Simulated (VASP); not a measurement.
# Sb (R-3m) in VASP: a series of runs

The runs below take Sb through single point, with PBE.

All numbers are computed with VASP 6.6.1; they aren't measurements. Logs are shortened: lines on timing, memory, paths and dates and some standing lists are left out, and cuts for length are marked.

### 1 The cell of the first run

It takes space group R-3m (No. 166, trigonal). The conventional cell has a = 4.376 Å, b = 4.376 Å, c = 11.530 Å, α = 90.00°, β = 90.00°, γ = 120.00°. Within 3.9 Å of Sb (site symmetry 3m) lie 6 Sb at 2.95 to 3.43 Å.

### 2 Single point, PBE

Input file INCAR:

```
SYSTEM = Sb
PREC = Accurate
ENCUT = 520
EDIFF = 1E-7
ISMEAR = -1
SIGMA = 0.1
LREAL = .False.
LASPH = .True.
NELM = 100
ALGO = Normal
ISIF = 2
LWAVE = .False.
LCHARG = .False.
GGA = PE
NBANDS = 12
```

Input file KPOINTS:

```
Automatic mesh
0
Gamma
  3 3 3
  0 0 0
```

Input file POSCAR:

```
Sb
1.0
    2.1879029667      1.2631863668      3.8431731385
   -2.1879029667      1.2631863668      3.8431731385
    0.0000000000     -2.5263727336      3.8431731385
Sb
2
Direct
    0.2326795448      0.2326795448      0.2326795448
    0.7673204552      0.7673204552      0.7673204552
```

Potentials or basis: VASP PAW PBE potentials, release 64 (Sb).

Launch:

```console
$ cat potpaw_PBE.64/Sb/POTCAR > POTCAR
$ mpirun -np 1 vasp_std > vasp.out
```

OUTCAR:

```text
SYSTEM = Sb
   PREC = Accurate
   ENCUT = 520
   EDIFF = 1E-7
   ISMEAR = -1
   LREAL = .False.
   LASPH = .True.
   NELM = 100
   ISIF = 2
   GGA = PE

 ion  position               nearest neighbor table
   1  0.233  0.233  0.233-   2 2.95   2 2.95   2 2.95   2 3.43   2 3.43   2 3.43
   2  0.767  0.767  0.767-   1 2.95   1 2.95   1 2.95   1 3.43   1 3.43   1 3.43

  LATTYP: Found a trigonal (rhomboedric) cell.
 ALAT       =     4.5991889460
 COS(alpha) =     0.5473905614

  Lattice vectors:

 A1 = (   2.1879029667,   1.2631863668,   3.8431731385)
 A2 = (  -2.1879029667,   1.2631863668,   3.8431731385)
 A3 = (   0.0000000000,  -2.5263727336,   3.8431731385)

Analysis of symmetry for initial positions (statically):
=====================================================================
 Subroutine PRICEL returns:
 Original cell was already a primitive cell.

 Routine SETGRP: Setting up the symmetry group for a
 trigonal (rhombohedral) supercell.

 Subroutine GETGRP returns: Found 12 space group operations
 (whereof 12 operations were pure point group operations)
 out of a pool of 12 trial point group operations.

The static configuration has the point symmetry D_3d.

Analysis of symmetry for dynamics (positions and initial velocities):
=====================================================================
 Subroutine PRICEL returns:
 Original cell was already a primitive cell.

 Routine SETGRP: Setting up the symmetry group for a
 trigonal (rhombohedral) supercell.

 Subroutine GETGRP returns: Found 12 space group operations
 (whereof 12 operations were pure point group operations)
 out of a pool of 12 trial point group operations.

The dynamic configuration has the point symmetry D_3d.

 Subroutine INISYM returns: Found 12 space group operations
 (whereof 12 operations are pure point group operations),
 and found     1 'primitive' translations

----------------------------------------------------------------------------------------

                                     Primitive cell

  volume of cell :      63.7289

  direct lattice vectors                    reciprocal lattice vectors
     2.187902967  1.263186367  3.843173139     0.228529330  0.131941470  0.086733884
    -2.187902967  1.263186367  3.843173139    -0.228529330  0.131941470  0.086733884
     0.000000000 -2.526372734  3.843173139     0.000000000 -0.263882941  0.086733884

  length of vectors
     4.599188946  4.599188946  4.599188946     0.277771440  0.277771440  0.277771440

  position of ions in fractional coordinates (direct lattice)
     0.232679545  0.232679545  0.232679545
     0.767320455  0.767320455  0.767320455

  ion indices of the primitive-cell ions
   primitive index   ion index
                 1           1
                 2           2

----------------------------------------------------------------------------------------

 KPOINTS: Automatic mesh

Automatic generation of k-mesh.
 Grid dimensions read from file:
 generate k-points for:    3    3    3

 Generating k-lattice:

  Cartesian coordinates                     Fractional coordinates (reciprocal lattice)
     0.076176443  0.043980490  0.028911295     0.333333333  0.000000000  0.000000000
    -0.076176443  0.043980490  0.028911295     0.000000000  0.333333333  0.000000000
     0.000000000 -0.087960980  0.028911295     0.000000000  0.000000000  0.333333333

  Length of vectors
     0.092590480  0.092590480  0.092590480

  Shift w.r.t. Gamma in fractional coordinates (k-lattice)
     0.000000000  0.000000000  0.000000000

 Subroutine IBZKPT returns following result:
 ===========================================

 Found      6 irreducible k-points:

 Following reciprocal coordinates:
            Coordinates               Weight
  0.000000  0.000000  0.000000      1.000000
  0.333333 -0.000000  0.000000      6.000000
  0.333333  0.333333  0.000000      6.000000
 -0.333333  0.333333  0.000000      6.000000
  0.333333  0.333333  0.333333      2.000000
 -0.333333  0.333333  0.333333      6.000000
   k-points           NKPTS =      6   k-points in BZ     NKDIM =      6   number of bands    NBANDS=     12
   number of dos      NEDOS =    301   number of ions     NIONS =      2
   total plane-waves  NPLWV =  46656
   dimension x,y,z NGX =    36 NGY =   36 NGZ =   36
   dimension x,y,z NGXF=    72 NGYF=   72 NGZF=   72
   ions per type =               2
   NGX,Y,Z   is equivalent  to a cutoff of  13.01, 13.01, 13.01 a.u.
   NGXF,Y,Z  is equivalent  to a cutoff of  26.03, 26.03, 26.03 a.u.
 SYSTEM =  Sb
   PREC   = accura    normal or accurate (medium, high low for compatibility)
   ISTART =      0    job   : 0-new  1-cont  2-samecut
   ICHARG =      2    charge: 1-file 2-atom 10-const
   ISPIN  =      1    spin polarized calculation?
   LNONCOLLINEAR =      F non collinear calculations
   LSORBIT =      F    spin-orbit coupling
   LASPH  =      T    aspherical Exc in radial PAW
   ENCUT  =  520.0 eV  38.22 Ry    6.18 a.u.   8.55  8.55  8.55*2*pi/ulx,y,z
   NELM   =    100;   NELMIN=  2; NELMDL= -5     # of ELM steps
   EDIFF  = 0.1E-06   stopping-criterion for ELM
   LREAL  =      F    real-space projection
   EDIFFG = 0.1E-05   stopping-criterion for IOM
   NSW    =      0    number of steps for IOM
   IBRION =     -1    ionic relax: 0-MD 1-quasi-New 2-CG
   NFREE  =      0    steps in history (QN), initial steepest desc. (CG)
   ISIF   =      2    stress and relaxation
   ISYM   =      2    0-nonsym 1-usesym 2-fastsym
   POTIM  = 0.5000    time-step for ionic-motion
   TEBEG  =    0.0;   TEEND  =   0.0 temperature during run
   PSTRESS=    0.0 pullay stress
   NELECT =      10.0000    total number of electrons
   NUPDOWN=      -1.0000    fix difference up-down
   EMIN   =  10.00;   EMAX   =-10.00  energy-range for DOS
   EFERMI =   0.00;   METHOD = LEGACY
   ISMEAR =    -1;   SIGMA  =   0.10  broadening in eV -4-tet -1-fermi 0-gaus
   EFERMI_NEDOS =   21; number of points for ismear=-14 and -15
   IALGO  =     38    algorithm
   IMIX   =      4    mixing-type and parameters
     AMIX     =   0.40;   BMIX     =  1.00
     AMIX_MAG =   1.60;   BMIX_MAG =  1.00
  volume/ion in A,a.u.               =      31.86       215.03
  Fermi-wavevector in a.u.,A,eV,Ry     =   0.883004  1.668635 10.608406  0.779696
  Thomas-Fermi vector in A             =   2.003712
   LORBIT       =      0    0 simple, 1 ext, 2 COOP (PROOUT), +10 PAW based schemes
   GGA     = PE    functional components
   LHFCALC =     F    Hartree Fock is set to
   AEXX    =    0.0000 exact exchange contribution
   IVDW    =     0    specifies the selected vdW correction
   LEPSILON=     F    determine dielectric tensor
   LRPA    =     F    only Hartree local field effects (RPA)
 non-spin polarized calculation
  energy-cutoff  :      520.00
  volume of cell :       63.73
 maximum number of plane-waves:      1726
 NGX is ok and might be reduce to    36
   NGX = 17   NGY = 17   NGZ = 17

 number of electron      10.0000000 magnetization

 Free energy of the ion-electron system (eV)
  ---------------------------------------------------
  ext. energy  EPLUGINS =         0.00000000
  ---------------------------------------------------
  free energy    TOTEN  =        -8.39947497 eV

  energy without entropy =       -8.39868586  energy(sigma->0) =       -8.39908042

 E-fermi :   6.5716     XC(G=0):  -9.2976

 val. band max:        5.9610473886   @ k =   0.3333   0.3333   0.3333
 cond. band min:       7.2917760809   @ k =   0.3333  -0.0000   0.0000
 fundamental gap:      1.3307286923
 Fermi energy:         6.5716166845

 k-point     1 :       0.0000    0.0000    0.0000
  band No.  band energies     occupation
      1      -5.6815      2.00000
      2       1.5662      2.00000
      3       4.6736      2.00000
      4       4.9585      2.00000
      5       4.9585      2.00000
      6       8.6512      0.00000
      7       9.2377      0.00000
      8       9.2377      0.00000
      9      11.7984      0.00000
     10      11.7984      0.00000
     11      11.8920      0.00000
     12      13.3510      0.00000

 k-point     2 :       0.3333   -0.0000    0.0000
  band No.  band energies     occupation
      1      -4.5423      2.00000
      2      -1.2758      2.00000
      3       4.7594      2.00000
      4       4.8066      2.00000
      5       5.7734      1.99932
      6       7.2918      0.00149
      7       7.4328      0.00036
      8       7.6507      0.00004
      9      12.2557      0.00000
     10      13.0283      0.00000
     11      13.5930      0.00000
     12      16.8511      0.00000

 k-point     3 :       0.3333    0.3333    0.0000
  band No.  band energies     occupation
      1      -4.3282      2.00000
      2      -0.6860      2.00000
      3       2.6906      2.00000
      4       3.5550      2.00000
      5       3.7200      2.00000
      6       8.5734      0.00000
      7      10.4437      0.00000
      8      10.6926      0.00000
      9      11.3811      0.00000
     10      14.3094      0.00000
     11      14.8086      0.00000
     12      15.6805      0.00000

 k-point     4 :      -0.3333    0.3333    0.0000
  band No.  band energies     occupation
      1      -2.8231      2.00000
      2      -2.6818      2.00000
      3       1.8918      2.00000
      4       3.9878      2.00000
      5       4.1695      2.00000
      6       8.7353      0.00000
      7       8.9648      0.00000
      8      11.7616      0.00000
      9      11.8271      0.00000
     10      13.0892      0.00000
     11      14.4007      0.00000
     12      16.4517      0.00000

 k-point     5 :       0.3333    0.3333    0.3333
  band No.  band energies     occupation
      1      -4.8189      2.00000
      2      -1.1759      2.00000
      3       5.2226      2.00000
      4       5.2226      2.00000
      5       5.9610      1.99555
      6       7.4209      0.00041
      7       7.4209      0.00041
      8       7.9613      0.00000
      9      12.2199      0.00000
     10      13.4239      0.00000
     11      13.4239      0.00000
     12      16.9023      0.00000

 k-point     6 :      -0.3333    0.3333    0.3333
  band No.  band energies     occupation
      1      -3.5251      2.00000
      2      -2.0179      2.00000
      3       1.8562      2.00000
      4       4.0139      2.00000
      5       4.6393      2.00000
      6       8.8531      0.00000
      7       8.9184      0.00000
      8      11.6752      0.00000
      9      11.8010      0.00000
     10      13.4591      0.00000
     11      14.2345      0.00000
     12      16.3102      0.00000

------------------------ aborting loop because EDIFF is reached ----------------------------------------

  FORCE on cell =-STRESS in cart. coord.  units (eV):
  Direction    XX          YY          ZZ          XY          YZ          ZX
  --------------------------------------------------------------------------------------
  -------------------------------------------------------------------------------------
  Total        0.4222481      0.4222481     -0.2859404     -0.0000000     -0.0000000      0.0000000
  in kB       10.6155278     10.6155278     -7.1886839     -0.0000000     -0.0000000      0.0000000
  external PRESSURE =       4.6807905 kB  Pullay stress =       0.0000000 kB

 VOLUME and BASIS-vectors are now :
 -----------------------------------------------------------------------------
  energy-cutoff  :      520.00
  volume of cell :       63.73
      direct lattice vectors                 reciprocal lattice vectors
     2.187902967  1.263186367  3.843173139     0.228529330  0.131941470  0.086733884
    -2.187902967  1.263186367  3.843173139    -0.228529330  0.131941470  0.086733884
     0.000000000 -2.526372734  3.843173139     0.000000000 -0.263882941  0.086733884

 POSITION                                       TOTAL-FORCE (eV/Angst)
 -----------------------------------------------------------------------------------
      0.00000      0.00000      2.68268         0.000000      0.000000     -0.232393
      0.00000      0.00000      8.84684         0.000000     -0.000000      0.232393
 -----------------------------------------------------------------------------------
    total drift:                               -0.000000     -0.000000     -0.000000

  FREE ENERGIE OF THE ION-ELECTRON SYSTEM (eV)
  ---------------------------------------------------
  free  energy   TOTEN  =        -8.3994749725 eV

  energy  without entropy=       -8.3986858579  energy(sigma->0) =       -8.39908042
```

It took 7.2 s on 1 thread of Intel Xeon Platinum 8488C (Sapphire Rapids), shared host; peak memory 0.19 GiB.

What came out:

* Free energy: -8.3995 eV
* Pressure: 0.5 GPa
* Largest force: 0.232 eV/Å
* Band gap on the k mesh: 1.33 eV (least direct gap 1.46 eV)

Forces in eV/Å, atoms in the order of the input:
```
Sb   0.000  0.000 -0.232
Sb   0.000  0.000  0.232
```

Caveat: the k points lie up to 0.58 Å⁻¹ apart; spin-orbit coupling is left out, which moves the levels of the heavy elements; an odd mesh through Γ misses points on the zone boundary, where band edges can lie.

### 3 Single point, PBE

Input file INCAR:

```
ALGO = Normal ; EDIFF = 1E-6
ENCUT = 520 ; GGA = PE
ISIF = 2 ; ISMEAR = -1
LASPH = T ; LCHARG = F
LREAL = F ; LWAVE = F
NBANDS = 12 ; NELM = 100
PREC = Accurate ; SIGMA = 0.1
```

Input file KPOINTS:

```
k-points
0
Gamma
  4 4 4
```

POSCAR is that of step 2.

Potentials or basis: VASP PAW PBE potentials, release 64 (Sb).

Launch:

```console
$ cat potpaw_PBE.64/Sb/POTCAR > POTCAR
$ mpirun -np 1 vasp_std > vasp.out
```

Run time: 7.7 s. Hardware: 1 thread of Intel Xeon Platinum 8488C (Sapphire Rapids), shared host; peak memory 0.2 GiB.

The run converged. Its results:

| Item | Value |
| --- | --- |
| Free energy | -8.3353 eV |
| Pressure | 0.0 GPa |
| Largest force | 0.228 eV/Å |

Forces on the atoms (eV/Å):
```
Sb   0.000  0.000 -0.228
Sb   0.000  0.000  0.228
```

Stress tensor (GPa, compression positive):
```
 0.32  0.00  0.00
 0.00  0.32  0.00
 0.00  0.00 -0.65
```

Levels at points of the mesh, in eV from the Fermi level:
```
           k point  band 1  band 2  band 3  band 4  band 5  band 6  band 7  band 8  band 9  band 10
(0.00, 0.00, 0.00)  -12.08   -4.83   -1.71   -1.44   -1.44    2.23    2.84    2.84    5.41     5.41
(0.50, 0.00, 0.00)   -9.88   -9.15   -1.62   -1.54   -0.04    0.03    0.46    0.85    7.67     8.25
(0.50, 0.50, 0.00)   -9.90   -7.71   -4.87   -3.27   -3.18    1.90    4.90    5.55    6.71     8.80
(0.50, 0.50, 0.50)  -10.70   -8.48   -1.00   -1.00   -0.28    0.49    0.49    1.30    7.07     8.78
```

Caveat: the k points lie up to 0.44 Å⁻¹ apart; spin-orbit coupling is left out, which moves the levels of the heavy elements.
